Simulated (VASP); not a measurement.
CdS (Hawleyite):

```
CELL_PARAMETERS angstrom
0.00000 2.93921 2.93921
2.93921 0.00000 2.93921
2.93921 2.93921 0.00000
ATOMIC_POSITIONS crystal
Cd 0.00000 0.00000 0.00000
S 0.25000 0.25000 0.25000
```

Base run:

* Program: VASP 6.6.1
* Functional: r2SCAN
* Potentials or basis: VASP PAW PBE potentials, release 64 (Cd, S)
* Cutoff: 520 eV
* k mesh: 8 × 8 × 8
* Occupations: gaussian, width 0.01 eV
* Spin: no spin polarisation

Its results: band gap on the k mesh 1.54 eV, direct; pressure 0.3 GPa.

The run is repeated on the same cell with these changes: functional from r2SCAN to PBE; occupations from gaussian, width 0.01 eV to fermi-dirac, width 0.02 eV. What comes out?

Band gap on the k mesh 1.10 eV, direct; pressure 1.7 GPa.

Caveats: the PAW data sets were made with another functional, which shifts forces and pressure a little (some runs).

